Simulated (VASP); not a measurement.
# C (Im-3m) in VASP: notebook

The runs below take C through relaxation of cell and atoms, with PBE.

Program: VASP 6.6.1. These are calculated values, not measurements. Logs are shortened: lines on timing, memory, paths and dates and some standing lists are left out, and cuts for length are marked.

**1. The cell of the first run**

It takes space group Im-3m (No. 229, cubic). The conventional cell has a = 2.157 Å, b = 2.157 Å, c = 2.157 Å, α = 90.00°, β = 90.00°, γ = 90.00°. Within 2.5 Å of C (site symmetry m-3m) lie 14 C at 1.87 to 2.16 Å.

**2. Relaxation of cell and atoms, PBE, target pressure 96 GPa, at which the enthalpy is minimised**

INCAR

```
SYSTEM = C
PREC = Accurate
ENCUT = 600
EDIFF = 1E-6
ISMEAR = -1
SIGMA = 0.1
LREAL = .FALSE.
LASPH = .TRUE.
NELM = 60
ALGO = Normal
ISIF = 3
LWAVE = .FALSE.
LCHARG = .FALSE.
GGA = PE
IBRION = 2
NSW = 32
EDIFFG = -0.005
PSTRESS = 960.0
```

KPOINTS

```
regular mesh
0
G
  25 25 25
  0 0 0
```

POSCAR

```
C
1.0
   -1.0783059509      1.0783059509      1.0783059509
    1.0783059509     -1.0783059509      1.0783059509
    1.0783059509      1.0783059509     -1.0783059509
C
1
Direct
    0.0000000000      0.0000000000      0.0000000000
```

Potentials or basis: VASP PAW PBE potentials, release 64 (C).

Run with:

```bash
cat potpaw_PBE.64/C/POTCAR > POTCAR
mpirun -np 1 vasp_std > vasp.out
```

OUTCAR:

```text
SYSTEM = C
   PREC = Accurate
   ENCUT = 600
   EDIFF = 1E-6
   ISMEAR = -1
   LREAL = .FALSE.
   LASPH = .TRUE.
   NELM = 60
   ISIF = 3
   GGA = PE
   IBRION = 2
   NSW = 32
   EDIFFG = -0.005
   PSTRESS = 960.0

 ion  position               nearest neighbor table
   1  0.000  0.000  0.000-

  LATTYP: Found a body centered cubic cell.
 ALAT       =     2.1566119018

  Lattice vectors:

 A1 = (  -1.0783059509,   1.0783059509,   1.0783059509)
 A2 = (   1.0783059509,  -1.0783059509,   1.0783059509)
 A3 = (   1.0783059509,   1.0783059509,  -1.0783059509)

Analysis of symmetry for initial positions (statically):
=====================================================================
 Subroutine PRICEL returns:
 Original cell was already a primitive cell.

 Routine SETGRP: Setting up the symmetry group for a
 body centered cubic supercell.

 Subroutine GETGRP returns: Found 48 space group operations
 (whereof 48 operations were pure point group operations)
 out of a pool of 48 trial point group operations.

The static configuration has the point symmetry O_h .

Analysis of symmetry for dynamics (positions and initial velocities):
=====================================================================
 Subroutine PRICEL returns:
 Original cell was already a primitive cell.

 Routine SETGRP: Setting up the symmetry group for a
 body centered cubic supercell.

 Subroutine GETGRP returns: Found 48 space group operations
 (whereof 48 operations were pure point group operations)
 out of a pool of 48 trial point group operations.

The dynamic configuration has the point symmetry O_h .

 Subroutine INISYM returns: Found 48 space group operations
 (whereof 48 operations are pure point group operations),
 and found     1 'primitive' translations

----------------------------------------------------------------------------------------

                                     Primitive cell

  volume of cell :       5.0152

  direct lattice vectors                    reciprocal lattice vectors
    -1.078305951  1.078305951  1.078305951     0.000000000  0.463690291  0.463690291
     1.078305951 -1.078305951  1.078305951     0.463690291  0.000000000  0.463690291
     1.078305951  1.078305951 -1.078305951     0.463690291  0.463690291  0.000000000

  length of vectors
     1.867680693  1.867680693  1.867680693     0.655757098  0.655757098  0.655757098

  position of ions in fractional coordinates (direct lattice)
     0.000000000  0.000000000  0.000000000

  ion indices of the primitive-cell ions
   primitive index   ion index
                 1           1

----------------------------------------------------------------------------------------

 KPOINTS: regular mesh

Automatic generation of k-mesh.
 Grid dimensions read from file:
 generate k-points for:   25   25   25

 Generating k-lattice:

  Cartesian coordinates                     Fractional coordinates (reciprocal lattice)
     0.000000000  0.018547612  0.018547612     0.040000000  0.000000000  0.000000000
     0.018547612  0.000000000  0.018547612     0.000000000  0.040000000  0.000000000
     0.018547612  0.018547612  0.000000000     0.000000000  0.000000000  0.040000000

  Length of vectors
     0.026230284  0.026230284  0.026230284

  Shift w.r.t. Gamma in fractional coordinates (k-lattice)
     0.000000000  0.000000000  0.000000000

 Subroutine IBZKPT returns following result:
 ===========================================

 Found    455 irreducible k-points:

 Following reciprocal coordinates:
            Coordinates               Weight
  0.000000  0.000000  0.000000      1.000000
  0.040000  0.000000  0.000000     12.000000
  0.080000  0.000000  0.000000     12.000000
  0.120000  0.000000  0.000000     12.000000
  0.160000  0.000000  0.000000     12.000000
  0.200000  0.000000  0.000000     12.000000
[... 16 lines left out ...]
  0.400000  0.040000  0.000000     48.000000
  0.440000  0.040000 -0.000000     48.000000
 [... further k-points ...]
   k-points           NKPTS =    455   k-points in BZ     NKDIM =    455   number of bands    NBANDS=      6
   number of dos      NEDOS =    301   number of ions     NIONS =      1
   total plane-waves  NPLWV =   4096
   dimension x,y,z NGX =    16 NGY =   16 NGZ =   16
   dimension x,y,z NGXF=    32 NGYF=   32 NGZF=   32
   ions per type =               1
   NGX,Y,Z   is equivalent  to a cutoff of  14.24, 14.24, 14.24 a.u.
   NGXF,Y,Z  is equivalent  to a cutoff of  28.48, 28.48, 28.48 a.u.
 SYSTEM =  C
   PREC   = accura    normal or accurate (medium, high low for compatibility)
   ISTART =      0    job   : 0-new  1-cont  2-samecut
   ICHARG =      2    charge: 1-file 2-atom 10-const
   ISPIN  =      1    spin polarized calculation?
   LNONCOLLINEAR =      F non collinear calculations
   LSORBIT =      F    spin-orbit coupling
   LASPH  =      T    aspherical Exc in radial PAW
   ENCUT  =  600.0 eV  44.10 Ry    6.64 a.u.   3.73  3.73  3.73*2*pi/ulx,y,z
   NELM   =     60;   NELMIN=  2; NELMDL= -5     # of ELM steps
   EDIFF  = 0.1E-05   stopping-criterion for ELM
   LREAL  =      F    real-space projection
   EDIFFG = -.5E-02   stopping-criterion for IOM
   NSW    =     32    number of steps for IOM
   IBRION =      2    ionic relax: 0-MD 1-quasi-New 2-CG
   NFREE  =      1    steps in history (QN), initial steepest desc. (CG)
   ISIF   =      3    stress and relaxation
   ISYM   =      2    0-nonsym 1-usesym 2-fastsym
   POTIM  = 0.5000    time-step for ionic-motion
   TEBEG  =    0.0;   TEEND  =   0.0 temperature during run
   PSTRESS=  960.0 pullay stress
   NELECT =       4.0000    total number of electrons
   NUPDOWN=      -1.0000    fix difference up-down
   EMIN   =  10.00;   EMAX   =-10.00  energy-range for DOS
   EFERMI =   0.00;   METHOD = LEGACY
   ISMEAR =    -1;   SIGMA  =   0.10  broadening in eV -4-tet -1-fermi 0-gaus
   EFERMI_NEDOS =   21; number of points for ismear=-14 and -15
   IALGO  =     38    algorithm
   IMIX   =      4    mixing-type and parameters
     AMIX     =   0.40;   BMIX     =  1.00
     AMIX_MAG =   1.60;   BMIX_MAG =  1.00
  volume/ion in A,a.u.               =       5.02        33.84
  Fermi-wavevector in a.u.,A,eV,Ry     =   1.518213  2.869007 31.361048  2.304972
  Thomas-Fermi vector in A             =   2.627364
   LORBIT       =      0    0 simple, 1 ext, 2 COOP (PROOUT), +10 PAW based schemes
   GGA     = PE    functional components
   LHFCALC =     F    Hartree Fock is set to
   AEXX    =    0.0000 exact exchange contribution
   IVDW    =     0    specifies the selected vdW correction
   LEPSILON=     F    determine dielectric tensor
   LRPA    =     F    only Hartree local field effects (RPA)
 conjugate gradient relaxation of ions
 non-spin polarized calculation
  energy-cutoff  :      600.00
  volume of cell :        5.02
 maximum number of plane-waves:       177
   NGX =  7   NGY =  7   NGZ =  7

 number of electron       4.0000000 magnetization

 Free energy of the ion-electron system (eV)
  ---------------------------------------------------
  ext. energy  EPLUGINS =         0.00000000
  ---------------------------------------------------
  free energy    TOTEN  =        -4.48456687 eV

  energy without entropy =       -4.47441619  energy(sigma->0) =       -4.47949153

 E-fermi :  13.0100     XC(G=0): -14.5633

 val. band max:       12.9608565426   @ k =  -0.2400   0.4400   0.0400
 cond. band min:      13.0100484410   @ k =  -0.3200   0.4800   0.0800
 fundamental gap:      0.0491918984
 Fermi energy:        13.0100033566

 k-point     1 :       0.0000    0.0000    0.0000
  band No.  band energies     occupation
      1     -10.9885      2.00000
      2      25.0344      0.00000
      3      25.0344      0.00000
      4      25.0344      0.00000
      5      51.1460      0.00000
      6      51.1460      0.00000

 k-point     2 :       0.0400    0.0000    0.0000
  band No.  band energies     occupation
      1     -10.9027      2.00000
      2      24.8119      0.00000
      3      24.8857      0.00000
      4      25.0024      0.00000
      5      50.4168      0.00000
      6      50.4700      0.00000

 k-point     3 :       0.0800    0.0000    0.0000
  band No.  band energies     occupation
      1     -10.6455      2.00000
      2      24.1434      0.00000
      3      24.4654      0.00000
      4      24.9079      0.00000
      5      48.4113      0.00000
      6      48.8569      0.00000

 k-point     4 :       0.1200    0.0000    0.0000
  band No.  band energies     occupation
      1     -10.2172      2.00000
      2      23.0321      0.00000
      3      23.8385      0.00000
      4      24.7549      0.00000
      5      46.0618      0.00000
      6      47.1209      0.00000

 k-point     5 :       0.1600    0.0000    0.0000
  band No.  band energies     occupation
      1      -9.6185      2.00000
      2      21.5033      0.00000
      3      23.0845      0.00000
      4      24.5508      0.00000
      5      44.0350      0.00000
      6      45.4417      0.00000

 k-point     6 :       0.2000    0.0000    0.0000
  band No.  band energies     occupation
      1      -8.8501      2.00000
      2      19.6167      0.00000
      3      22.2781      0.00000
      4      24.3071      0.00000
      5      42.4453      0.00000
      6      43.8991      0.00000

 k-point     7 :       0.2400    0.0000    0.0000
  band No.  band energies     occupation
      1      -7.9131      2.00000
      2      17.4622      0.00000
      3      21.4796      0.00000
      4      24.0387      0.00000
      5      41.2685      0.00000
      6      42.5254      0.00000

 k-point     8 :       0.2800    0.0000    0.0000
  band No.  band energies     occupation
      1      -6.8099      2.00000
      2      15.1398      0.00000
      3      20.7344      0.00000
      4      23.7630      0.00000
      5      40.4350      0.00000
      6      41.3356      0.00000
[... 91 lines left out ...]
 k-point    19 :       0.2400    0.0400    0.0000
  band No.  band energies     occupation
      1      -7.3182      2.00000
      2      16.3474      0.00000
      3      20.9252      0.00000
      4      23.7111      0.00000
      5      40.8678      0.00000
      6      42.0059      0.00000

 k-point    20 :       0.2800    0.0400   -0.0000
  band No.  band energies     occupation
      1      -6.1333      2.00000
      2      13.9882      0.00011
      3      20.2072      0.00000
      4      23.4217      0.00000
      5      40.2100      0.00000
      6      40.9857      0.00000

 k-point    21 :       0.3200    0.0400   -0.0000
  band No.  band energies     occupation
      1      -4.7887      2.00000
      2      11.5879      2.00000
      3      19.5935      0.00000
      4      23.1540      0.00000
      5      39.7698      0.00000
      6      40.1502      0.00000

 k-point    22 :       0.3600    0.0400   -0.0000
  band No.  band energies     occupation
      1      -3.2939      2.00000
      2       9.2180      2.00000
      3      19.1012      0.00000
      4      22.9258      0.00000
      5      39.4116      0.00000
      6      39.5781      0.00000

 k-point    23 :       0.4000    0.0400    0.0000
  band No.  band energies     occupation
      1      -1.6717      2.00000
      2       6.9443      2.00000
      3      18.7420      0.00000
      4      22.7519      0.00000
      5      38.9801      0.00000
      6      39.3792      0.00000

 k-point    24 :       0.4400    0.0400   -0.0000
  band No.  band energies     occupation
      1      -0.0084      2.00000
      2       4.8805      2.00000
      3      18.5236      0.00000
      4      22.6431      0.00000
      5      38.7003      0.00000
      6      39.2947      0.00000

 [... further k-points ...]

------------------------ aborting loop because EDIFF is reached ----------------------------------------

  FORCE on cell =-STRESS in cart. coord.  units (eV):
  Direction    XX          YY          ZZ          XY          YZ          ZX
  --------------------------------------------------------------------------------------
  -------------------------------------------------------------------------------------
  Total        3.0065687      3.0065687      3.0065687     -0.0000000      0.0000000      0.0000000
  in kB      960.4963528    960.4963528    960.4963528     -0.0000000      0.0000000      0.0000000
  external PRESSURE =       0.4963528 kB  Pullay stress =     960.0000000 kB

 VOLUME and BASIS-vectors are now :
 -----------------------------------------------------------------------------
  energy-cutoff  :      600.00
  volume of cell :        5.02
      direct lattice vectors                 reciprocal lattice vectors
    -1.078305951  1.078305951  1.078305951     0.000000000  0.463690291  0.463690291
     1.078305951 -1.078305951  1.078305951     0.463690291  0.000000000  0.463690291
     1.078305951  1.078305951 -1.078305951     0.463690291  0.463690291  0.000000000

 POSITION                                       TOTAL-FORCE (eV/Angst)
 -----------------------------------------------------------------------------------
      0.00000      0.00000      0.00000         0.000000      0.000000      0.000000
 -----------------------------------------------------------------------------------
    total drift:                                0.000000     -0.000000     -0.000000

  FREE ENERGIE OF THE ION-ELECTRON SYSTEM (eV)
  ---------------------------------------------------
  free  energy   TOTEN  =        -4.4845668679 eV

  energy  without entropy=       -4.4744161862  energy(sigma->0) =       -4.47949153

  enthalpy is  TOTEN    =        -1.4795518422 eV   P V=        3.0050150257

 reached required accuracy - stopping structural energy minimisation
```

Wall time 6.8 s (1 thread of Intel Xeon 8259CL, shared host); peak memory 0.12 GiB.

What came out:

- Free energy: -4.4846 eV
- Pressure after relaxing: 96.0 GPa
- Band gap on the k mesh: zero (bands 2 and 3 overlap by 17.16 eV)

Final structure:
```yaml
crystal:
  lattice:
    - [-1.07831, 1.07831, 1.07831]
    - [1.07831, -1.07831, 1.07831]
    - [1.07831, 1.07831, -1.07831]
  atoms:
    - { symbol: C, position: [0.00000, 0.00000, 0.00000] }
```

Caveat: the relaxation stopped at its first step, so nothing moved; the cell is relaxed towards a set pressure, so the run minimises the enthalpy, not the energy.

(Continued in part 2 of 2.)
